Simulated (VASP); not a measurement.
# GaN (R3m) in VASP: a series of runs, part 2 of 2

VASP 6.6.1.

## 4. Single point, PBE (epitaxial 111 strain -2.0%)

The input, INCAR:

```
SYSTEM = GaN
ALGO     = Normal         ! electronic algorithm
EDIFF    = 1E-6           ! SCF threshold, eV
ENCUT    = 520            ! plane-wave cutoff, eV
GGA      = PE             ! functional
ISIF     = 2              ! what is computed and relaxed
ISMEAR   = -1             ! smearing method
LASPH    = .True.         ! aspherical terms in the spheres
LCHARG   = .False.        ! write CHGCAR
LREAL    = .False.        ! projectors in reciprocal space
LWAVE    = .False.        ! write WAVECAR
NBANDS   = 16             ! bands
NELM     = 100            ! most SCF steps
PREC     = Accurate       ! precision mode
SIGMA    = 0.02           ! smearing width, eV
```

The input, KPOINTS:

```
k-points
0
Gamma
  10 10 10
  0 0 0
```

The input, POSCAR:

```
GaN
1.0
    0.0433454747      2.2473189650      2.2473189650
    2.2473189650      0.0433454747      2.2473189650
    2.2473189650      2.2473189650      0.0433454747
Ga N
1 1
Direct
    0.0015142730      0.0015142730      0.0015142730
    0.2484857270      0.2484857270      0.2484857270
```

Potentials or basis: VASP PAW PBE potentials, release 64 (Ga_d, N).

Launch:

```bash
$ cat potpaw_PBE.64/Ga_d/POTCAR potpaw_PBE.64/N/POTCAR > POTCAR
$ mpirun -np 1 vasp_std > vasp.out
```

OUTCAR:

```text
SYSTEM = GaN
   EDIFF = 1E-6
   ENCUT = 520
   GGA = PE
   ISIF = 2
   ISMEAR = -1
   LASPH = .True.
   LREAL = .False.
   NELM = 100
   PREC = Accurate

 ion  position               nearest neighbor table
   1  0.002  0.002  0.002-   2 1.92   2 1.92   2 1.92   2 1.94
   2  0.248  0.248  0.248-   1 1.92   1 1.92   1 1.92   1 1.94

  LATTYP: Found a trigonal (rhomboedric) cell.
 ALAT       =     3.1784845274
 COS(alpha) =     0.5191910651

  Lattice vectors:

 A1 = (   0.0433454747,   2.2473189650,   2.2473189650)
 A2 = (   2.2473189650,   0.0433454747,   2.2473189650)
 A3 = (   2.2473189650,   2.2473189650,   0.0433454747)

Analysis of symmetry for initial positions (statically):
=====================================================================
 Subroutine PRICEL returns:
 Original cell was already a primitive cell.

 Routine SETGRP: Setting up the symmetry group for a
 trigonal (rhombohedral) supercell.

 Subroutine GETGRP returns: Found  6 space group operations
 (whereof  6 operations were pure point group operations)
 out of a pool of 12 trial point group operations.

The static configuration has the point symmetry C_3v.

Analysis of symmetry for dynamics (positions and initial velocities):
[... 153 lines left out ...]
  ---------------------------------------------------
  free energy    TOTEN  =       -12.08369159 eV

  energy without entropy =      -12.08369159  energy(sigma->0) =      -12.08369159

 E-fermi :   6.2198     XC(G=0): -11.8705

 val. band max:        5.7708910412   @ k =   0.0000   0.0000   0.0000
 cond. band min:       7.6413499329   @ k =   0.0000   0.0000   0.0000
 fundamental gap:      1.8704588917
 Fermi energy:         6.2197632579

 k-point     1 :       0.0000    0.0000    0.0000
  band No.  band energies     occupation
      1     -10.5622      2.00000
      2      -7.7897      2.00000
      3      -7.7784      2.00000
      4      -7.7784      2.00000
      5      -7.4229      2.00000
      6      -7.4229      2.00000
[... 433 lines left out ...]
      3      -7.5367      2.00000
      4      -7.5275      2.00000
      5      -7.3561      2.00000
      6      -6.5411      2.00000
[... 8 lines left out ...]
     15      28.3709      0.00000
     16      28.6997      0.00000

 [... further k-points ...]
[... 5 lines left out ...]
  --------------------------------------------------------------------------------------
  -------------------------------------------------------------------------------------
  Total        1.7789179      1.7789179      1.7789179     -0.4356663     -0.4356663     -0.4356663
  in kB      129.2977154    129.2977154    129.2977154    -31.6656872    -31.6656872    -31.6656872
  external PRESSURE =     129.2977154 kB  Pullay stress =       0.0000000 kB

 VOLUME and BASIS-vectors are now :
 -----------------------------------------------------------------------------
  energy-cutoff  :      520.00
  volume of cell :       22.04
      direct lattice vectors                 reciprocal lattice vectors
     0.043345475  2.247318965  2.247318965    -0.229029911  0.224696055  0.224696055
     2.247318965  0.043345475  2.247318965     0.224696055 -0.229029911  0.224696055
     2.247318965  2.247318965  0.043345475     0.224696055  0.224696055 -0.229029911

 POSITION                                       TOTAL-FORCE (eV/Angst)
 -----------------------------------------------------------------------------------
      0.00687      0.00687      0.00687         0.012184      0.012184      0.012184
      1.12762      1.12762      1.12762        -0.012184     -0.012184     -0.012184
 -----------------------------------------------------------------------------------
    total drift:                               -0.000029     -0.000029     -0.000030

  FREE ENERGIE OF THE ION-ELECTRON SYSTEM (eV)
  ---------------------------------------------------
  free  energy   TOTEN  =       -12.0836915933 eV

  energy  without entropy=      -12.0836915933  energy(sigma->0) =      -12.08369159
```

OSZICAR:

```text
N       E                     dE             d eps       ncg     rms          rms(c)
DAV:   1     0.777381503734E+02    0.77738E+02   -0.92976E+03  4208   0.201E+03
DAV:   2    -0.876636523639E+01   -0.86505E+02   -0.80816E+02  4296   0.322E+02
DAV:   3    -0.140882031971E+02   -0.53218E+01   -0.53012E+01  4264   0.683E+01
DAV:   4    -0.141479974805E+02   -0.59794E-01   -0.59787E-01  4664   0.764E+00
DAV:   5    -0.141487863243E+02   -0.78884E-03   -0.78884E-03  4376   0.789E-01    0.786E+00
DAV:   6    -0.120800650479E+02    0.20687E+01   -0.48704E+00  5688   0.410E+01    0.268E+00
DAV:   7    -0.120912116668E+02   -0.11147E-01   -0.33901E-01  4032   0.648E+00    0.179E+00
DAV:   8    -0.120873227439E+02    0.38889E-02   -0.51557E-02  4352   0.333E+00    0.728E-01
DAV:   9    -0.120834843340E+02    0.38384E-02   -0.14357E-02  5656   0.287E+00    0.181E-01
DAV:  10    -0.120837845089E+02   -0.30017E-03   -0.15801E-03  4320   0.582E-01    0.824E-02
DAV:  11    -0.120836865492E+02    0.97960E-04   -0.29477E-04  5512   0.255E-01    0.115E-02
DAV:  12    -0.120836918212E+02   -0.52720E-05   -0.29471E-05  4216   0.536E-02    0.117E-02
DAV:  13    -0.120836915933E+02    0.22788E-06   -0.68923E-07  3240   0.156E-02
   1 F= -.12083692E+02 E0= -.12083692E+02  d E =-.345974E-12
```

stdout:

```text
POSCAR found type information on POSCAR GaN
 POSCAR found :  2 types and       2 ions
 scaLAPACK will be used
 LDA part: xc-table for (Slater+PW92), standard interpolation
 POSCAR, INCAR and KPOINTS ok, starting setup
 FFT: planning ... GRIDC
 FFT: planning ... GRID_SOFT
 FFT: planning ... GRID
 WAVECAR not read
 entering main loop
```

It took 78 s on 1 thread of AMD EPYC 7R13, shared host; peak memory 0.14 GiB.

Results:

```
Free energy            : -12.0837 eV
Pressure               : 12.9 GPa
Largest force          : 0.021 eV/Å
Band gap on the k mesh : 1.87 eV, direct
```

Forces in eV/Å, atoms in the order of the input:
```
Ga   0.012  0.012  0.012
N   -0.012 -0.012 -0.012
```

Caveat: the cell differs from its parent crystal (epitaxial 111 strain -2.0%).

## 5. Summary

```tsv
cell	gap on the mesh (eV)	pressure (GPa)	largest force (eV/Å)
a = 3.178 Å, angles 57.4°, 2 atoms	1.90	20.4	0.05
a = 3.178 Å, angles 58.1°, 2 atoms	1.89	16.6	0.03
a = 3.178 Å, angles 58.7°, 2 atoms	1.87	12.9	0.02
```

Alike in all rows: task single point; level PBE; potentials or basis VASP PAW PBE potentials, release 64 (Ga_d, N); no spin polarisation; k mesh 10 × 10 × 10; cutoff (eV) 520; smearing fermi-dirac 0.02 eV.

Absolute energies hang on the potentials; compare differences alone.
